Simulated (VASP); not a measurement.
# Si (C2/c) in VASP: further runs

Runs on Si. Level: r2SCAN. Tasks: single point.

All numbers are computed with VASP 6.6.1; they aren't measurements. Logs are shortened: lines on timing, memory, paths and dates and some standing lists are left out, and cuts for length are marked.

**1. The cell of the first run**

The structure is monoclinic, space group C2/c (No. 15). The conventional cell has a = 3.832 Å, b = 6.637 Å, c = 6.348 Å, α = 90.00°, β = 92.58°, γ = 90.00°. Within 3.1 Å of Si (site symmetry 1) lie 4 Si at 2.34 to 2.37 Å.

**2. Single point, r2SCAN (shear of c along a, cell held: +4.5 %, then relaxed in part)**

POSCAR reads:

```
Si
1.0
    3.8319083582      0.0000000000      0.0000000000
   -1.9159541791      3.3185299832      0.0000000000
    0.2853818968      0.0000000000      6.3418199288
Si
4
Direct
    0.3305739033      0.6668085301      0.0632060570
    0.6637653731      0.3331914699      0.5632060570
    0.3362346269      0.6668085301      0.4367939430
    0.6694260967      0.3331914699      0.9367939430
```

INCAR.step1 reads:

```
PREC = Accurate
ENCUT = 520
ISMEAR = 0
SIGMA = 0.02
LREAL = F
LASPH = T
NELM = 60
NBANDS = 16
GGA = PE
ALGO = Normal
EDIFF = 1E-4
LWAVE = T
LCHARG = F
```

INCAR.step2 reads:

```
PREC = Accurate
ENCUT = 520
EDIFF = 1E-6
ISMEAR = 0
SIGMA = 0.02
LREAL = F
LASPH = T
NELM = 60
ALGO = Normal
ISIF = 2
LWAVE = F
LCHARG = F
METAGGA = R2SCAN
LMIXTAU = T
NBANDS = 16
ISTART = 1
```

KPOINTS reads:

```
regular mesh
0
Gamma
  12 12 4
```

Potentials or basis: VASP PAW PBE potentials, release 64 (Si).

Command:

```sh
$ cat potpaw_PBE.64/Si/POTCAR > POTCAR
$ cp INCAR.step1 INCAR
$ mpirun -np 1 vasp_std > vasp.out
$ cp INCAR.step2 INCAR
$ mpirun -np 1 vasp_std > vasp.out
```

OUTCAR:

```text
PREC = Accurate
   ENCUT = 520
   EDIFF = 1E-6
   ISMEAR = 0
   LREAL = F
   LASPH = T
   NELM = 60
   ISIF = 2
   METAGGA = R2SCAN
   ISTART = 1

 ion  position               nearest neighbor table
   1  0.331  0.667  0.063-   4 2.34   4 2.35   4 2.37   3 2.37
   2  0.664  0.333  0.563-   3 2.34   3 2.35   3 2.37   4 2.37
   3  0.336  0.667  0.437-   2 2.34   2 2.35   2 2.37   1 2.37
   4  0.669  0.333  0.937-   1 2.34   1 2.35   1 2.37   2 2.37

  LATTYP: Found a base centered monoclinic cell.
 ALAT       =     3.8319083582
 B/A-ratio  =     1.7320508076
 C/A-ratio  =     1.6566778693
 COS(beta)  =    -0.0449545066

  Lattice vectors:

 A1 = (  -1.9159541791,   3.3185299832,   0.0000000000)
 A2 = (  -1.9159541791,  -3.3185299832,   0.0000000000)
 A3 = (   0.2853818968,   0.0000000000,   6.3418199288)

Analysis of symmetry for initial positions (statically):
=====================================================================
 Subroutine PRICEL returns:
 Original cell was already a primitive cell.

 Routine SETGRP: Setting up the symmetry group for a
 base centered monoclinic supercell.

 Subroutine GETGRP returns: Found  4 space group operations
 (whereof  2 operations were pure point group operations)
 out of a pool of  4 trial point group operations.

The static configuration has the point symmetry S_2 .
 The point group associated with its full space group is C_2h.

Analysis of symmetry for dynamics (positions and initial velocities):
=====================================================================
 Subroutine PRICEL returns:
 Original cell was already a primitive cell.

 Routine SETGRP: Setting up the symmetry group for a
 base centered monoclinic supercell.

 Subroutine GETGRP returns: Found  4 space group operations
 (whereof  2 operations were pure point group operations)
 out of a pool of  4 trial point group operations.

The dynamic configuration has the point symmetry S_2 .
 The point group associated with its full space group is C_2h.

 Subroutine INISYM returns: Found  4 space group operations
 (whereof  2 operations are pure point group operations),
 and found     1 'primitive' translations

----------------------------------------------------------------------------------------

                                     Primitive cell

  volume of cell :      80.6445

  direct lattice vectors                    reciprocal lattice vectors
     3.831908358  0.000000000  0.000000000     0.260966575  0.150669122 -0.011743496
    -1.915954179  3.318529983  0.000000000     0.000000000  0.301338245  0.000000000
     0.285381897  0.000000000  6.341819929     0.000000000  0.000000000  0.157683443

  length of vectors
     3.831908358  3.831908358  6.348237774     0.301566987  0.301338245  0.157683443

  position of ions in fractional coordinates (direct lattice)
     0.330573903  0.666808530  0.063206057
     0.663765373  0.333191470  0.563206057
     0.336234627  0.666808530  0.436793943
     0.669426097  0.333191470  0.936793943

  ion indices of the primitive-cell ions
   primitive index   ion index
                 1           1
                 2           2
                 3           3
                 4           4

----------------------------------------------------------------------------------------

 KPOINTS: regular mesh

Automatic generation of k-mesh.
 Grid dimensions read from file:
 generate k-points for:   12   12    4

 Generating k-lattice:

  Cartesian coordinates                     Fractional coordinates (reciprocal lattice)
     0.021747215  0.012555760 -0.000978625     0.083333333  0.000000000 -0.000000000
     0.000000000  0.025111520  0.000000000     0.000000000  0.083333333  0.000000000
     0.000000000  0.000000000  0.039420861     0.000000000  0.000000000  0.250000000

  Length of vectors
     0.025130582  0.025111520  0.039420861

  Shift w.r.t. Gamma in fractional coordinates (k-lattice)
     0.000000000  0.000000000  0.000000000

 Subroutine IBZKPT returns following result:
 ===========================================

 Found    164 irreducible k-points:

 Following reciprocal coordinates:
            Coordinates               Weight
  0.000000  0.000000  0.000000      1.000000
  0.083333  0.000000  0.000000      4.000000
  0.166667 -0.000000  0.000000      4.000000
  0.250000  0.000000  0.000000      4.000000
  0.333333 -0.000000  0.000000      4.000000
  0.416667  0.000000  0.000000      4.000000
[... 16 lines left out ...]
  0.333333  0.166667  0.000000      4.000000
  0.416667  0.166667  0.000000      4.000000
 [... further k-points ...]
   k-points           NKPTS =    164   k-points in BZ     NKDIM =    164   number of bands    NBANDS=     16
   number of dos      NEDOS =    301   number of ions     NIONS =      4
   total plane-waves  NPLWV =  37632
   dimension x,y,z NGX =    28 NGY =   28 NGZ =   48
   dimension x,y,z NGXF=    56 NGYF=   56 NGZF=   96
   ions per type =               4
   NGX,Y,Z   is equivalent  to a cutoff of  12.15, 12.15, 12.57 a.u.
   NGXF,Y,Z  is equivalent  to a cutoff of  24.30, 24.30, 25.14 a.u.
 SYSTEM =  unknown system
   PREC   = accura    normal or accurate (medium, high low for compatibility)
   ISTART =      1    job   : 0-new  1-cont  2-samecut
   ICHARG =      0    charge: 1-file 2-atom 10-const
   ISPIN  =      1    spin polarized calculation?
   LNONCOLLINEAR =      F non collinear calculations
   LSORBIT =      F    spin-orbit coupling
   LASPH  =      T    aspherical Exc in radial PAW
   ENCUT  =  520.0 eV  38.22 Ry    6.18 a.u.   7.12  7.12 11.80*2*pi/ulx,y,z
   NELM   =     60;   NELMIN=  2; NELMDL=  0     # of ELM steps
   EDIFF  = 0.1E-05   stopping-criterion for ELM
   LREAL  =      F    real-space projection
   EDIFFG = 0.1E-04   stopping-criterion for IOM
   NSW    =      0    number of steps for IOM
   IBRION =     -1    ionic relax: 0-MD 1-quasi-New 2-CG
   NFREE  =      0    steps in history (QN), initial steepest desc. (CG)
   ISIF   =      2    stress and relaxation
   ISYM   =      2    0-nonsym 1-usesym 2-fastsym
   POTIM  = 0.5000    time-step for ionic-motion
   TEBEG  =    0.0;   TEEND  =   0.0 temperature during run
   PSTRESS=    0.0 pullay stress
   NELECT =      16.0000    total number of electrons
   NUPDOWN=      -1.0000    fix difference up-down
   EMIN   =  10.00;   EMAX   =-10.00  energy-range for DOS
   EFERMI =   0.00;   METHOD = LEGACY
   ISMEAR =     0;   SIGMA  =   0.02  broadening in eV -4-tet -1-fermi 0-gaus
   EFERMI_NEDOS =   21; number of points for ismear=-14 and -15
   IALGO  =     38    algorithm
   IMIX   =      4    mixing-type and parameters
     AMIX     =   0.40;   BMIX     =  1.00
     AMIX_MAG =   1.60;   BMIX_MAG =  1.00
  volume/ion in A,a.u.               =      20.16       136.05
  Fermi-wavevector in a.u.,A,eV,Ry     =   0.954824  1.804355 12.404275  0.911688
  Thomas-Fermi vector in A             =   2.083606
   LORBIT       =      0    0 simple, 1 ext, 2 COOP (PROOUT), +10 PAW based schemes
   METAGGA = R2SCAN    functional components
   LHFCALC =     F    Hartree Fock is set to
   AEXX    =    0.0000 exact exchange contribution
   IVDW    =     0    specifies the selected vdW correction
   LEPSILON=     F    determine dielectric tensor
   LRPA    =     F    only Hartree local field effects (RPA)
 non-spin polarized calculation
 Gauss-broadening in eV      SIGMA  =   0.02
  energy-cutoff  :      520.00
  volume of cell :       80.64
 maximum number of plane-waves:      2191
   NGX = 15   NGY = 15   NGZ = 23

 number of electron      16.0000000 magnetization

 Free energy of the ion-electron system (eV)
  ---------------------------------------------------
  ext. energy  EPLUGINS =         0.00000000
  ---------------------------------------------------
  free energy    TOTEN  =       -35.02202475 eV

  energy without entropy =      -35.02202475  energy(sigma->0) =      -35.02202475

 E-fermi :   6.1268     XC(G=0):  -9.8252

 val. band max:        6.0255903654   @ k =   0.0000   0.0000   0.0000
 cond. band min:       6.5650469168   @ k =   0.5000   0.0000   0.0000
 fundamental gap:      0.5394565514
 Fermi energy:         6.1268234095

 k-point     1 :       0.0000    0.0000    0.0000
  band No.  band energies     occupation
      1      -6.8213      2.00000
      2      -4.4307      2.00000
      3      -1.5816      2.00000
      4       4.3397      2.00000
      5       4.3505      2.00000
      6       5.4791      2.00000
[... 8 lines left out ...]
     15      10.3769      0.00000
     16      12.2474      0.00000

 k-point     2 :       0.0833    0.0000    0.0000
  band No.  band energies     occupation
      1      -6.7361      2.00000
      2      -4.3440      2.00000
      3      -1.5354      2.00000
      4       3.6599      2.00000
      5       4.1646      2.00000
      6       5.1694      2.00000
[... 8 lines left out ...]
     15      10.7170      0.00000
     16      11.8302      0.00000

 k-point     3 :       0.1667   -0.0000    0.0000
  band No.  band energies     occupation
      1      -6.4825      2.00000
      2      -4.0858      2.00000
      3      -1.4255      2.00000
      4       2.4336      2.00000
      5       3.7682      2.00000
      6       4.0016      2.00000
[... 8 lines left out ...]
     15      11.5608      0.00000
     16      11.9879      0.00000

 k-point     4 :       0.2500    0.0000    0.0000
  band No.  band energies     occupation
      1      -6.0688      2.00000
      2      -3.6628      2.00000
      3      -1.3828      2.00000
      4       1.3500      2.00000
      5       2.6474      2.00000
      6       3.3513      2.00000
[... 8 lines left out ...]
     15      12.3844      0.00000
     16      12.7867      0.00000
[... 324 lines left out ...]
 k-point    22 :       0.2500    0.1667    0.0000
  band No.  band energies     occupation
      1      -5.2787      2.00000
      2      -2.8420      2.00000
      3      -1.8218      2.00000
      4       1.0313      2.00000
      5       1.2235      2.00000
      6       1.8535      2.00000
[... 8 lines left out ...]
     15      12.4714      0.00000
     16      13.0342      0.00000

 k-point    23 :       0.3333    0.1667    0.0000
  band No.  band energies     occupation
      1      -4.6543      2.00000
      2      -2.4960      2.00000
      3      -2.1721      2.00000
      4       0.2122      2.00000
      5       1.0653      2.00000
      6       1.7178      2.00000
[... 8 lines left out ...]
     15      12.7523      0.00000
     16      13.0465      0.00000

 k-point    24 :       0.4167    0.1667    0.0000
  band No.  band energies     occupation
      1      -4.2595      2.00000
      2      -2.9254      2.00000
      3      -1.7506      2.00000
      4      -0.3310      2.00000
      5       1.0454      2.00000
      6       1.8712      2.00000
[... 8 lines left out ...]
     15      12.7618      0.00000
     16      14.1076      0.00000

 [... further k-points ...]
[... 5 lines left out ...]
  --------------------------------------------------------------------------------------
  -------------------------------------------------------------------------------------
  Total       -0.1811034     -0.0929471     -0.1578117      0.0000000      0.0000000     -1.2206385
  in kB       -3.5980111     -1.8465956     -3.1352714      0.0000000      0.0000000    -24.2506217
  external PRESSURE =      -2.8599594 kB  Pullay stress =       0.0000000 kB

 VOLUME and BASIS-vectors are now :
 -----------------------------------------------------------------------------
  energy-cutoff  :      520.00
  volume of cell :       80.64
      direct lattice vectors                 reciprocal lattice vectors
     3.831908358  0.000000000  0.000000000     0.260966575  0.150669122 -0.011743496
    -1.915954179  3.318529983  0.000000000     0.000000000  0.301338245  0.000000000
     0.285381897  0.000000000  6.341819929     0.000000000  0.000000000  0.157683443

 POSITION                                       TOTAL-FORCE (eV/Angst)
 -----------------------------------------------------------------------------------
      0.00719      2.21282      0.40084         0.002176      0.000161     -0.001541
      2.06584      1.10571      3.57175         0.002176     -0.000161     -0.001541
      0.13550      2.21282      2.77007        -0.002176      0.000161      0.001541
      2.19414      1.10571      5.94098        -0.002176     -0.000161      0.001541
 -----------------------------------------------------------------------------------
    total drift:                                0.000000     -0.000000     -0.000000

  FREE ENERGIE OF THE ION-ELECTRON SYSTEM (eV)
  ---------------------------------------------------
  free  energy   TOTEN  =       -35.0220247502 eV

  energy  without entropy=      -35.0220247502  energy(sigma->0) =      -35.02202475
```

Run time: 8.3 min. Hardware: 1 thread of Intel Xeon 6975P-C, shared host; peak memory 0.29 GiB.

Results:

```yaml
Free_energy: -35.0220 eV
Pressure: -0.3 GPa
Band_gap_on_the_k_mesh: 0.54 eV, indirect (least direct gap 1.31 eV)
```

Forces on the atoms (eV/Å):
```
Si   0.002  0.000 -0.002
Si   0.002  0.000 -0.002
Si  -0.002  0.000  0.002
Si  -0.002  0.000  0.002
```

Stress tensor (GPa, compression positive):
```
-0.36  0.00 -2.43
 0.00 -0.18  0.00
-2.43  0.00 -0.31
```

Levels at points of the mesh, in eV from the valence-band top:
```csv
k point,band 6,band 7,band 8,band 9,band 10,band 11
"(0.00, 0.00, 0.00)",-0.55,-0.09,0.00,1.31,2.06,2.09
"(0.50, 0.00, 0.00)",-3.30,-3.17,-1.61,0.54,2.50,3.12
"(0.00, 0.50, 0.00)",-3.29,-3.19,-1.62,0.55,2.37,3.17
"(0.00, 0.00, 0.50)",-1.12,-1.00,-1.00,2.08,2.08,3.10
"(0.50, 0.00, 0.50)",-2.66,-2.61,-2.46,0.97,1.10,1.64
"(0.00, 0.50, 0.50)",-2.73,-2.57,-2.57,1.06,1.06,1.82
```

Caveat: the cell differs from its parent crystal (shear of c along a, cell held: +4.5 %, then relaxed in part); the PAW data sets were made with another functional, which shifts forces and pressure a little.

**3. Single point, r2SCAN (shear of c along a, cell held: +6.0 %, then relaxed in part)**

POSCAR reads:

```
Si
1.0
    3.8319083582      0.0000000000      0.0000000000
   -1.9159541791      3.3185299832      0.0000000000
    0.3805091957      0.0000000000      6.3418199288
Si
4
Direct
    0.3296841543      0.6669193544      0.0633108907
    0.6627647999      0.3330806456      0.5633108907
    0.3372352001      0.6669193544      0.4366891093
    0.6703158457      0.3330806456      0.9366891093
```

INCAR.step1 reads:

```
SYSTEM = Si
PREC = Accurate ; ENCUT = 520
ISMEAR = 0 ; SIGMA = 0.02
LREAL = .FALSE. ; LASPH = .TRUE.
NELM = 100 ; NBANDS = 16
GGA = PE ; ALGO = Normal
EDIFF = 1E-4 ; LWAVE = .TRUE.
LCHARG = .FALSE.
```

INCAR.step2 reads:

```
SYSTEM = Si
PREC = Accurate ; ENCUT = 520
EDIFF = 1E-6 ; ISMEAR = 0
SIGMA = 0.02 ; LREAL = .FALSE.
LASPH = .TRUE. ; NELM = 100
ALGO = Normal ; ISIF = 2
LWAVE = .FALSE. ; LCHARG = .TRUE.
METAGGA = R2SCAN ; LMIXTAU = .TRUE.
LELF = .TRUE. ; LVHAR = .TRUE.
NBANDS = 16 ; ISTART = 1
```

KPOINTS reads:

```
regular mesh
0
G
  12 12 4
  0 0 0
```

Potentials or basis: VASP PAW PBE potentials, release 64 (Si).

Command:

```sh
$ cat potpaw_PBE.64/Si/POTCAR > POTCAR
$ cp INCAR.step1 INCAR
$ mpirun -np 1 vasp_std > vasp.out
$ cp INCAR.step2 INCAR
$ mpirun -np 1 vasp_std > vasp.out
```

Wall time 8 min (1 thread of Intel Xeon 6975P-C, shared host); peak memory 0.29 GiB.

The run converged. Its results:

- Free energy: -35.0007 eV
- Pressure: -0.3 GPa
- Largest force: 0.003 eV/Å
- Band gap on the k mesh: 0.49 eV, indirect (least direct gap 1.26 eV)

Forces on the atoms (eV/Å):
```
Si   0.003  0.000 -0.002
Si   0.003  0.000 -0.002
Si  -0.003  0.000  0.002
Si  -0.003  0.000  0.002
```

Stress tensor (GPa, compression positive):
```
-0.47  0.00 -3.22
 0.00 -0.16  0.00
-3.22  0.00 -0.35
```

Levels at points of the mesh, in eV from the valence-band top:
```
           k point  band 4  band 5  band 6  band 7  band 8  band 9  band 10  band 11  band 12  band 13
(0.00, 0.00, 0.00)   -1.74   -1.72   -0.64   -0.15    0.00    1.26     1.98     2.04     2.45     3.85
(0.50, 0.00, 0.00)   -6.39   -4.95   -3.35   -3.22   -1.66    0.49     2.41     3.05     3.31     4.47
(0.00, 0.50, 0.00)   -6.37   -5.00   -3.33   -3.25   -1.67    0.51     2.21     3.14     3.53     4.65
(0.00, 0.00, 0.50)   -4.54   -1.19   -1.19   -1.03   -1.03    2.04     2.04     3.04     3.04     3.10
(0.50, 0.00, 0.50)   -7.67   -3.01   -2.72   -2.66   -2.44    0.87     1.05     1.55     2.12     5.79
(0.00, 0.50, 0.50)   -7.70   -2.80   -2.80   -2.60   -2.60    1.01     1.01     1.78     1.78     5.68
```

Caveat: the cell differs from its parent crystal (shear of c along a, cell held: +6.0 %, then relaxed in part); the PAW data sets were made with another functional, which shifts forces and pressure a little.

**4. Single point, r2SCAN (shear of c along a, cell held: +9.0 %, then relaxed in part)**

POSCAR reads:

```
Si
1.0
    3.8319083582      0.0000000000      0.0000000000
   -1.9159541791      3.3185299832      0.0000000000
    0.5707637936      0.0000000000      6.3418199288
Si
4
Direct
    0.3279486656      0.6672332936      0.0636065861
    0.6607153720      0.3327667064      0.5636065861
    0.3392846280      0.6672332936      0.4363934139
    0.6720513344      0.3327667064      0.9363934139
```

INCAR.step1 reads:

```
SYSTEM = Si
ALGO = Normal
EDIFF = 1E-4
ENCUT = 520
GGA = PE
ISMEAR = 0
LASPH = .True.
LCHARG = .False.
LREAL = .False.
LWAVE = .True.
NBANDS = 16
NELM = 80
PREC = Accurate
SIGMA = 0.02
```

INCAR.step2 reads:

```
SYSTEM = Si
ALGO = Normal
EDIFF = 1E-7
ENCUT = 520
ISIF = 2
ISMEAR = 0
ISTART = 1
LASPH = .True.
LCHARG = .False.
LMIXTAU = .True.
LREAL = .False.
LWAVE = .False.
METAGGA = R2SCAN
NBANDS = 16
NELM = 80
PREC = Accurate
SIGMA = 0.02
```

KPOINTS reads:

```
k-points
0
Gamma
  12 12 4
  0 0 0
```

Command:

```sh
$ cat potpaw_PBE.64/Si/POTCAR > POTCAR
$ cp INCAR.step1 INCAR
$ mpirun -np 1 vasp_std > vasp.out
$ cp INCAR.step2 INCAR
$ mpirun -np 1 vasp_std > vasp.out
```

Run time: 10 min. Hardware: 1 thread of Intel Xeon 6975P-C, shared host; peak memory 0.29 GiB.

It converged, with:

| Item | Value |
| --- | --- |
| Free energy | -34.9399 eV |
| Pressure | -0.4 GPa |
| Largest force | 0.005 eV/Å |
| Band gap on the k mesh | 0.38 eV, indirect (least direct gap 1.18 eV) |

Forces on the atoms (eV/Å):
```
Si   0.004  0.001 -0.002
Si   0.004 -0.001 -0.002
Si  -0.004  0.001  0.002
Si  -0.004 -0.001  0.002
```

Stress tensor (GPa, compression positive):
```
-0.80  0.00 -4.80
 0.00 -0.11  0.00
-4.80  0.00 -0.45
```

Levels at points of the mesh, in eV from the valence-band top:
```tsv
k point	band 4	band 5	band 6	band 7	band 8	band 9	band 10	band 11	band 12	band 13
(0.00, 0.00, 0.00)	-1.84	-1.80	-0.86	-0.27	0.00	1.18	1.81	1.94	2.38	3.63
(0.50, 0.00, 0.00)	-6.54	-5.00	-3.45	-3.31	-1.78	0.38	2.20	2.88	3.30	4.18
(0.00, 0.50, 0.00)	-6.50	-5.11	-3.41	-3.38	-1.79	0.43	1.87	3.09	3.68	4.57
(0.00, 0.00, 0.50)	-4.65	-1.34	-1.34	-1.10	-1.10	1.96	1.96	2.91	2.91	3.00
(0.50, 0.00, 0.50)	-7.76	-3.27	-2.85	-2.75	-2.42	0.65	0.95	1.40	2.21	5.59
(0.00, 0.50, 0.50)	-7.81	-2.95	-2.95	-2.66	-2.66	0.88	0.88	1.68	1.68	5.37
```

Caveat: the cell differs from its parent crystal (shear of c along a, cell held: +9.0 %, then relaxed in part); the PAW data sets were made with another functional, which shifts forces and pressure a little. A k mesh can miss the band edges.

**5. Summary**

| cell | gap on the mesh (eV) | pressure (GPa) |
| --- | --- | --- |
| a = 3.832, b = 3.832, c = 6.348 Å, angles 91.3, 87.4, 120.0°, 4 atoms | 0.54 | -0.3 |
| a = 3.832, b = 3.832, c = 6.353 Å, angles 91.7, 86.6, 120.0°, 4 atoms | 0.49 | -0.3 |
| a = 3.832, b = 3.832, c = 6.367 Å, angles 92.6, 84.9, 120.0°, 4 atoms | 0.38 | -0.4 |

Alike in all rows: task single point; level r2SCAN; potentials or basis VASP PAW PBE potentials, release 64 (Si); no spin polarisation; k mesh 12 × 12 × 4; cutoff (eV) 520; smearing gaussian 0.02 eV.

Caveats: the PAW data sets were made with another functional, which shifts forces and pressure a little.

Absolute energies hang on the potentials; compare differences alone.
